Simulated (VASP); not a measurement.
# Mg7Se (I4/mmm) in VASP: single point with PBE

Aim: the single point of Mg7Se with PBE.

Program: VASP 6.6.1. These are calculated values, not measurements. Logs are shortened: lines on timing, memory, paths and dates and some standing lists are left out, and cuts for length are marked.

### 1 The cell of the first run

It takes space group I4/mmm (No. 139, tetragonal). Conventional cell: a = 7.674 Å, b = 7.674 Å, c = 6.191 Å, α = 90.00°, β = 90.00°, γ = 90.00°. Within 4.1 Å of Mg (site symmetry 2/m) lie 12 Mg at 3.10 to 3.84 Å and 2 Se at 3.12 Å. Within 4.1 Å of Mg (site symmetry mmm) lie 12 Mg at 3.10 to 3.84 Å and 2 Se at 3.84 Å. Mg (site symmetry 4/mmm) has 2 Se at 3.10 Å and 12 Mg at 3.12 to 3.84 Å within 4.1 Å. Within 4.1 Å of Se (site symmetry 4/mmm) lie 14 Mg at 3.10 to 3.84 Å.

The cell was built from a structure type or drawn by symmetry, and may not be a known phase.

### 2 Single point, PBE

The input, INCAR:

```
PREC = Accurate ; ENCUT = 520
EDIFF = 1E-6 ; ISMEAR = 0
SIGMA = 0.1 ; LREAL = False
LASPH = True ; NELM = 60
ALGO = Normal ; ISIF = 2
LWAVE = False ; LCHARG = True
GGA = PE ; LELF = True
LVHAR = True ; NBANDS = 20
```

The input, KPOINTS:

```
regular mesh
0
Gamma
  6 6 6
```

The input, POSCAR:

```
Mg7Se
1.0
   -3.8368160966      3.8368160966      3.0955232311
    3.8368160966     -3.8368160966      3.0955232311
    3.8368160966      3.8368160966     -3.0955232311
Mg Se
7 1
Direct
    0.5000000000      0.0000000000      0.0000000000
    0.0000000000      0.5000000000      0.0000000000
    0.0000000000      0.0000000000      0.5000000000
    0.5000000000      0.5000000000      0.5000000000
    0.5000000000      0.0000000000      0.5000000000
    0.0000000000      0.5000000000      0.5000000000
    0.5000000000      0.5000000000      0.0000000000
    0.0000000000      0.0000000000      0.0000000000
```

Potentials or basis: VASP PAW PBE potentials, release 64 (Mg, Se).

Command:

```sh
cat potpaw_PBE.64/Mg/POTCAR potpaw_PBE.64/Se/POTCAR > POTCAR
mpirun -np 1 vasp_std > vasp.out
```

OUTCAR:

```text
PREC = Accurate
   ENCUT = 520
   EDIFF = 1E-6
   ISMEAR = 0
   LREAL = False
   LASPH = True
   NELM = 60
   ISIF = 2
   GGA = PE

 ion  position               nearest neighbor table
   1  0.500  0.000  0.000-   2 3.10   2 3.10   6 3.12   7 3.12   8 3.12   5 3.12   7 3.12   8 3.12
                             5 3.12   6 3.12
   2  0.000  0.500  0.000-   1 3.10   1 3.10   6 3.12   7 3.12   8 3.12   6 3.12   8 3.12   7 3.12
                             5 3.12   5 3.12
   3  0.000  0.000  0.500-   4 3.10   4 3.10   6 3.12   7 3.12   8 3.12   8 3.12   6 3.12   5 3.12
                             5 3.12   7 3.12
   4  0.500  0.500  0.500-   3 3.10   3 3.10   6 3.12   7 3.12   8 3.12   7 3.12   5 3.12   6 3.12
                             5 3.12   8 3.12
   5  0.500  0.000  0.500-   6 3.10   6 3.10   3 3.12   4 3.12   1 3.12   1 3.12   4 3.12   3 3.12
                             2 3.12   2 3.12
   6  0.000  0.500  0.500-   5 3.10   5 3.10   3 3.12   4 3.12   1 3.12   2 3.12   3 3.12   4 3.12
                             2 3.12   1 3.12
   7  0.500  0.500  0.000-   8 3.10   8 3.10   3 3.12   4 3.12   1 3.12   4 3.12   1 3.12   2 3.12
                             2 3.12   3 3.12
   8  0.000  0.000  0.000-   7 3.10   7 3.10   3 3.12   4 3.12   1 3.12   3 3.12   2 3.12   1 3.12
                             2 3.12   4 3.12

  LATTYP: Found a body centered tetragonal cell.
 ALAT       =     7.6736321932
 C/A-ratio  =     0.8067947885

  Lattice vectors:

 A1 = (  -3.8368160966,   3.8368160966,   3.0955232311)
 A2 = (   3.8368160966,  -3.8368160966,   3.0955232311)
 A3 = (   3.8368160966,   3.8368160966,  -3.0955232311)

Analysis of symmetry for initial positions (statically):
=====================================================================
 Subroutine PRICEL returns:
 Original cell was already a primitive cell.

 Routine SETGRP: Setting up the symmetry group for a
 body centered tetragonal supercell.

 Subroutine GETGRP returns: Found 16 space group operations
 (whereof 16 operations were pure point group operations)
 out of a pool of 16 trial point group operations.

The static configuration has the point symmetry D_4h.

Analysis of symmetry for dynamics (positions and initial velocities):
=====================================================================
 Subroutine PRICEL returns:
 Original cell was already a primitive cell.

 Routine SETGRP: Setting up the symmetry group for a
 body centered tetragonal supercell.
[... 116 lines left out ...]
   NELM   =     60;   NELMIN=  2; NELMDL= -5     # of ELM steps
   EDIFF  = 0.1E-05   stopping-criterion for ELM
   LREAL  =      F    real-space projection
   EDIFFG = 0.1E-04   stopping-criterion for IOM
   NSW    =      0    number of steps for IOM
   IBRION =     -1    ionic relax: 0-MD 1-quasi-New 2-CG
   NFREE  =      0    steps in history (QN), initial steepest desc. (CG)
   ISIF   =      2    stress and relaxation
   ISYM   =      2    0-nonsym 1-usesym 2-fastsym
   POTIM  = 0.5000    time-step for ionic-motion
   TEBEG  =    0.0;   TEEND  =   0.0 temperature during run
   PSTRESS=    0.0 pullay stress
   NELECT =      20.0000    total number of electrons
   NUPDOWN=      -1.0000    fix difference up-down
   EMIN   =  10.00;   EMAX   =-10.00  energy-range for DOS
   EFERMI =   0.00;   METHOD = LEGACY
   ISMEAR =     0;   SIGMA  =   0.10  broadening in eV -4-tet -1-fermi 0-gaus
   EFERMI_NEDOS =   21; number of points for ismear=-14 and -15
   IALGO  =     38    algorithm
   IMIX   =      4    mixing-type and parameters
     AMIX     =   0.40;   BMIX     =  1.00
     AMIX_MAG =   1.60;   BMIX_MAG =  1.00
  volume/ion in A,a.u.               =      22.78       153.76
  Fermi-wavevector in a.u.,A,eV,Ry     =   0.783741  1.481057  8.357388  0.614251
  Thomas-Fermi vector in A             =   1.887732
   LORBIT       =      0    0 simple, 1 ext, 2 COOP (PROOUT), +10 PAW based schemes
   GGA     = PE    functional components
   LHFCALC =     F    Hartree Fock is set to
   AEXX    =    0.0000 exact exchange contribution
   IVDW    =     0    specifies the selected vdW correction
   LEPSILON=     F    determine dielectric tensor
   LRPA    =     F    only Hartree local field effects (RPA)
 non-spin polarized calculation
 Gauss-broadening in eV      SIGMA  =   0.10
  energy-cutoff  :      520.00
  volume of cell :      182.28
 maximum number of plane-waves:      4931
 NGX is ok and might be reduce to    48
   NGX = 23   NGY = 23   NGZ = 23

 number of electron      20.0000000 magnetization

 Free energy of the ion-electron system (eV)
  ---------------------------------------------------
  ext. energy  EPLUGINS =         0.00000000
  ---------------------------------------------------
  free energy    TOTEN  =       -14.81416965 eV

  energy without entropy =      -14.79737281  energy(sigma->0) =      -14.80577123

 E-fermi :   3.0544     XC(G=0):  -8.6711

 val. band max:        3.0319036930   @ k =  -0.1667   0.1667   0.0000
 cond. band min:       3.0625438334   @ k =  -0.1667   0.1667   0.0000
 fundamental gap:      0.0306401404
 Fermi energy:         3.0544230113

 k-point     1 :       0.0000    0.0000    0.0000
  band No.  band energies     occupation
      1     -10.1716      2.00000
      2      -2.9929      2.00000
      3      -0.9809      2.00000
      4      -0.9574      2.00000
      5      -0.9574      2.00000
      6       1.1012      2.00000
[... 541 lines left out ...]
     19       7.4126      0.00000
     20       7.6670      0.00000

 [... further k-points ...]
[... 5 lines left out ...]
  --------------------------------------------------------------------------------------
  -------------------------------------------------------------------------------------
  Total       -0.1251039     -0.1251039     -0.1190144      0.0000000      0.0000000      0.0000000
  in kB       -1.0996272     -1.0996272     -1.0461020      0.0000000      0.0000000      0.0000000
  external PRESSURE =      -1.0817855 kB  Pullay stress =       0.0000000 kB

 VOLUME and BASIS-vectors are now :
 -----------------------------------------------------------------------------
  energy-cutoff  :      520.00
  volume of cell :      182.28
      direct lattice vectors                 reciprocal lattice vectors
    -3.836816097  3.836816097  3.095523231     0.000000000  0.130316384  0.161523582
     3.836816097 -3.836816097  3.095523231     0.130316384  0.000000000  0.161523582
     3.836816097  3.836816097 -3.095523231     0.130316384  0.130316384  0.000000000

 POSITION                                       TOTAL-FORCE (eV/Angst)
 -----------------------------------------------------------------------------------
     -1.91841      1.91841      1.54776        -0.000000     -0.000000      0.000000
      1.91841     -1.91841      1.54776         0.000000      0.000000     -0.000000
      1.91841      1.91841     -1.54776        -0.000000      0.000000     -0.000000
      1.91841      1.91841      1.54776         0.000000     -0.000000     -0.000000
      0.00000      3.83682      0.00000         0.000000      0.000000     -0.000000
      3.83682      0.00000      0.00000         0.000000     -0.000000      0.000000
      0.00000      0.00000      3.09552         0.000000     -0.000000      0.000000
      0.00000      0.00000      0.00000         0.000000     -0.000000      0.000000
 -----------------------------------------------------------------------------------
    total drift:                               -0.000000      0.000000      0.000000

  FREE ENERGIE OF THE ION-ELECTRON SYSTEM (eV)
  ---------------------------------------------------
  free  energy   TOTEN  =       -14.8141696495 eV

  energy  without entropy=      -14.7973728091  energy(sigma->0) =      -14.80577123
```

OSZICAR:

```text
N       E                     dE             d eps       ncg     rms          rms(c)
DAV:   1     0.293935026051E+02    0.29394E+02   -0.62537E+03  1200   0.755E+02
DAV:   2    -0.115365367516E+02   -0.40930E+02   -0.38711E+02  1544   0.923E+01
DAV:   3    -0.150106778040E+02   -0.34741E+01   -0.33920E+01  1508   0.232E+01
DAV:   4    -0.150591083649E+02   -0.48431E-01   -0.48381E-01  1500   0.316E+00
DAV:   5    -0.150594804075E+02   -0.37204E-03   -0.37202E-03  1488   0.312E-01    0.369E+00
DAV:   6    -0.148559611560E+02    0.20352E+00   -0.25200E-01  1572   0.241E+00    0.226E+00
DAV:   7    -0.148262410081E+02    0.29720E-01   -0.15864E-01  1292   0.152E+00    0.901E-01
DAV:   8    -0.148152367580E+02    0.11004E-01   -0.20075E-02  1440   0.692E-01    0.162E-01
DAV:   9    -0.148142204874E+02    0.10163E-02   -0.52570E-03  1396   0.427E-01    0.826E-02
DAV:  10    -0.148141611493E+02    0.59338E-04   -0.89082E-04  1368   0.179E-01    0.188E-02
DAV:  11    -0.148141701306E+02   -0.89813E-05   -0.14680E-04  1408   0.576E-02    0.908E-03
DAV:  12    -0.148141696495E+02    0.48109E-06   -0.68288E-06  1372   0.119E-02
   1 F= -.14814170E+02 E0= -.14805771E+02  d E =-.167968E-01
```

Wall time 76 s (1 thread of Intel Xeon 6975P-C (Granite Rapids), shared host); peak memory 0.37 GiB.

What came out:

```
Free energy            : -14.8142 eV
Pressure               : -0.1 GPa
Band gap on the k mesh : zero (bands 10 and 11 overlap by 1.12 eV)
```
